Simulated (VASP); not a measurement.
# Rh (I4/mmm) in VASP: a series of runs

Runs on Rh. Level: PBEsol. Tasks: single point.

All numbers are computed with VASP 6.6.1; they aren't measurements. Logs are shortened: lines on timing, memory, paths and dates and some standing lists are left out, and cuts for length are marked.

**1. The cell of the first run**

The structure is tetragonal, space group I4/mmm (No. 139). Conventional cell: a = 3.086 Å, b = 3.086 Å, c = 2.836 Å, α = 90.00°, β = 90.00°, γ = 90.00°. Rh (site symmetry 4/mmm) has 14 Rh at 2.60 to 3.09 Å within 3.4 Å.

**2. Single point, PBEsol**

The input, INCAR:

```
SYSTEM = Rh
PREC = Accurate
ENCUT = 520
EDIFF = 1E-6
ISMEAR = 0
SIGMA = 0.15
LREAL = .FALSE.
LASPH = .TRUE.
NELM = 100
ALGO = Fast
ISIF = 2
LWAVE = .FALSE.
LCHARG = .FALSE.
GGA = PS
NBANDS = 14
```

The input, KPOINTS:

```
regular mesh
0
G
  30 30 30
  0 0 0
```

The input, POSCAR:

```
Rh
1.0
    0.0000000000      2.1818416747      1.4181970886
    2.1818416747      0.0000000000      1.4181970886
    2.1818416747      2.1818416747      0.0000000000
Rh
1
Direct
    0.0000000000      0.0000000000      0.0000000000
```

Potentials or basis: VASP PAW PBE potentials, release 64 (Rh_pv).

Run with:

```sh
$ cat potpaw_PBE.64/Rh_pv/POTCAR > POTCAR
$ mpirun -np 1 vasp_std > vasp.out
```

OUTCAR:

```text
SYSTEM = Rh
   PREC = Accurate
   ENCUT = 520
   EDIFF = 1E-6
   ISMEAR = 0
   LREAL = .FALSE.
   LASPH = .TRUE.
   NELM = 100
   ISIF = 2
   GGA = PS

 ion  position               nearest neighbor table
   1  0.000  0.000  0.000-

  LATTYP: Found a body centered tetragonal cell.
 ALAT       =     3.0855900873
 C/A-ratio  =     0.9192388156

  Lattice vectors:

 A1 = (   0.0000000000,  -2.1818416747,  -1.4181970886)
 A2 = (   0.0000000000,   2.1818416747,  -1.4181970886)
 A3 = (   2.1818416747,   0.0000000000,   1.4181970886)

Analysis of symmetry for initial positions (statically):
=====================================================================
 Subroutine PRICEL returns:
 Original cell was already a primitive cell.

 Routine SETGRP: Setting up the symmetry group for a
 body centered tetragonal supercell.

 Subroutine GETGRP returns: Found 16 space group operations
 (whereof 16 operations were pure point group operations)
 out of a pool of 16 trial point group operations.

The static configuration has the point symmetry D_4h.

Analysis of symmetry for dynamics (positions and initial velocities):
=====================================================================
 Subroutine PRICEL returns:
 Original cell was already a primitive cell.

 Routine SETGRP: Setting up the symmetry group for a
 body centered tetragonal supercell.

 Subroutine GETGRP returns: Found 16 space group operations
 (whereof 16 operations were pure point group operations)
 out of a pool of 16 trial point group operations.

The dynamic configuration has the point symmetry D_4h.

 Subroutine INISYM returns: Found 16 space group operations
 (whereof 16 operations are pure point group operations),
 and found     1 'primitive' translations

----------------------------------------------------------------------------------------

                                     Primitive cell

  volume of cell :      13.5025

  direct lattice vectors                    reciprocal lattice vectors
     0.000000000  2.181841675  1.418197089    -0.229164199  0.229164199  0.352560306
     2.181841675  0.000000000  1.418197089     0.229164199 -0.229164199  0.352560306
     2.181841675  2.181841675  0.000000000     0.229164199  0.229164199 -0.352560306

  length of vectors
     2.602252116  2.602252116  3.085590087     0.478885404  0.478885404  0.478885404

  position of ions in fractional coordinates (direct lattice)
     0.000000000  0.000000000  0.000000000

[... 84 lines left out ...]
   TEBEG  =    0.0;   TEEND  =   0.0 temperature during run
   PSTRESS=    0.0 pullay stress
   NELECT =      15.0000    total number of electrons
   NUPDOWN=      -1.0000    fix difference up-down
   EMIN   =  10.00;   EMAX   =-10.00  energy-range for DOS
   EFERMI =   0.00;   METHOD = LEGACY
   ISMEAR =     0;   SIGMA  =   0.15  broadening in eV -4-tet -1-fermi 0-gaus
   EFERMI_NEDOS =   21; number of points for ismear=-14 and -15
   IALGO  =     68    algorithm
   IMIX   =      4    mixing-type and parameters
     AMIX     =   0.40;   BMIX     =  1.00
     AMIX_MAG =   1.60;   BMIX_MAG =  1.00
  volume/ion in A,a.u.               =      13.50        91.12
  Fermi-wavevector in a.u.,A,eV,Ry     =   1.695512  3.204053 39.113503  2.874761
  Thomas-Fermi vector in A             =   2.776543
   LORBIT       =      0    0 simple, 1 ext, 2 COOP (PROOUT), +10 PAW based schemes
   GGA     = PS    functional components
   LHFCALC =     F    Hartree Fock is set to
   AEXX    =    0.0000 exact exchange contribution
   IVDW    =     0    specifies the selected vdW correction
   LEPSILON=     F    determine dielectric tensor
   LRPA    =     F    only Hartree local field effects (RPA)
 non-spin polarized calculation
 RMM-DIIS sequential band-by-band and
 Gauss-broadening in eV      SIGMA  =   0.15
  energy-cutoff  :      520.00
  volume of cell :       13.50
 maximum number of plane-waves:       378
   NGX =  9   NGY =  9   NGZ = 11

 number of electron      15.0000003 magnetization

 Free energy of the ion-electron system (eV)
  ---------------------------------------------------
  ext. energy  EPLUGINS =         0.00000000
  ---------------------------------------------------
  free energy    TOTEN  =        -7.81042646 eV

  energy without entropy =       -7.79001315  energy(sigma->0) =       -7.80021981

 E-fermi :  11.9117     XC(G=0): -14.3180

 val. band max:       11.9108558787   @ k =  -0.3333  -0.0000   0.0333
 cond. band min:      11.9118446990   @ k =  -0.1667   0.3000   0.2333
 fundamental gap:      0.0009888204
 Fermi energy:        11.9116513636

 k-point     1 :       0.0000    0.0000    0.0000
  band No.  band energies     occupation
      1     -34.2447      2.00000
      2     -34.0815      2.00000
      3     -34.0815      2.00000
      4       3.9074      2.00000
      5       8.3715      2.00000
      6       9.1303      2.00000
      7       9.1303      2.00000
      8      10.7427      2.00000
      9      11.9308      0.85697
     10      29.8070      0.00000
     11      29.8070      0.00000
     12      31.7399      0.00000
     13      32.6736      0.00000
     14      40.6993      0.00000
[... 377 lines left out ...]
      1     -34.6501      2.00000
      2     -34.2386      2.00000
      3     -34.1628      2.00000
      4       6.0634      2.00000
      5       7.7178      2.00000
      6       9.3066      2.00000
      7      10.9799      2.00000
      8      11.1519      2.00000
      9      11.6546      1.98461
     10      28.3296      0.00000
     11      29.3393      0.00000
     12      32.6737      0.00000
     13      34.0188      0.00000
     14      35.5148      0.00000

 [... further k-points ...]

------------------------ aborting loop because EDIFF is reached ----------------------------------------

  FORCE on cell =-STRESS in cart. coord.  units (eV):
  Direction    XX          YY          ZZ          XY          YZ          ZX
  --------------------------------------------------------------------------------------
  -------------------------------------------------------------------------------------
  Total        1.1440731      1.1440731     -0.5388690      0.0000000      0.0000000      0.0000000
  in kB      135.7535904    135.7535904    -63.9411935      0.0000000      0.0000000      0.0000000
  external PRESSURE =      69.1886625 kB  Pullay stress =       0.0000000 kB

 VOLUME and BASIS-vectors are now :
 -----------------------------------------------------------------------------
  energy-cutoff  :      520.00
  volume of cell :       13.50
      direct lattice vectors                 reciprocal lattice vectors
     0.000000000  2.181841675  1.418197089    -0.229164199  0.229164199  0.352560306
     2.181841675  0.000000000  1.418197089     0.229164199 -0.229164199  0.352560306
     2.181841675  2.181841675  0.000000000     0.229164199  0.229164199 -0.352560306

 POSITION                                       TOTAL-FORCE (eV/Angst)
 -----------------------------------------------------------------------------------
      0.00000      0.00000      0.00000         0.000000      0.000000      0.000000
 -----------------------------------------------------------------------------------
    total drift:                                0.000000     -0.000000      0.000000

  FREE ENERGIE OF THE ION-ELECTRON SYSTEM (eV)
  ---------------------------------------------------
  free  energy   TOTEN  =        -7.8104264586 eV

  energy  without entropy=       -7.7900131528  energy(sigma->0) =       -7.80021981
```

OSZICAR:

```text
N       E                     dE             d eps       ncg     rms          rms(c)
DAV:   1     0.120054677931E+03    0.12005E+03   -0.87814E+03 56016   0.115E+03
DAV:   2    -0.678181803545E+01   -0.12684E+03   -0.12122E+03 61548   0.342E+02
DAV:   3    -0.835221782506E+01   -0.15704E+01   -0.15668E+01 67512   0.418E+01
DAV:   4    -0.835791365815E+01   -0.56958E-02   -0.56956E-02 64188   0.258E+00
DAV:   5    -0.835796262425E+01   -0.48966E-04   -0.48966E-04 66182   0.211E-01    0.119E+01
RMM:   6    -0.783465042948E+01    0.52331E+00   -0.79837E-01 59287   0.876E+00    0.433E+00
RMM:   7    -0.781452487860E+01    0.20126E-01   -0.33834E-02 62096   0.196E+00    0.188E+00
RMM:   8    -0.781065266088E+01    0.38722E-02   -0.70434E-03 66488   0.968E-01    0.198E-01
RMM:   9    -0.781041481650E+01    0.23784E-03   -0.90315E-04 68358   0.337E-01    0.483E-02
RMM:  10    -0.781042546221E+01   -0.10646E-04   -0.98355E-05 69514   0.133E-01    0.100E-02
RMM:  11    -0.781042613246E+01   -0.67026E-06   -0.18992E-05 67377   0.563E-02    0.307E-03
RMM:  12    -0.781042645859E+01   -0.32612E-06   -0.43722E-06 54853   0.275E-02
   1 F= -.78104265E+01 E0= -.78002198E+01  d E =-.204133E-01
```

stdout:

```text
POSCAR found type information on POSCAR Rh
 POSCAR found :  1 types and       1 ions
 scaLAPACK will be used
 -----------------------------------------------------------------------------
|                                                                             |
|                                                                             |
|     You enforced a specific xc type in the INCAR file but a different       |
|     I HOPE YOU KNOW WHAT YOU ARE DOING!                                     |
|                                                                             |
 -----------------------------------------------------------------------------

 LDA part: xc-table for (Slater+PW92), standard interpolation
 POSCAR, INCAR and KPOINTS ok, starting setup
 FFT: planning ... GRIDC
 FFT: planning ... GRID_SOFT
 FFT: planning ... GRID
 WAVECAR not read
 entering main loop
```

It took 7.8 min on 1 thread of Intel Xeon 8259CL, shared host; peak memory 0.44 GiB.

What came out:

```
Free energy            : -7.8104 eV
Pressure               : 6.9 GPa
Band gap on the k mesh : zero (an odd number of electrons rules out a gap without spin polarisation)
```

Caveat: the stress differs along the axes, from -6 to 14 GPa; the PAW data sets were made with another functional, which shifts forces and pressure a little.

(Part 1 of 2 ends here.)
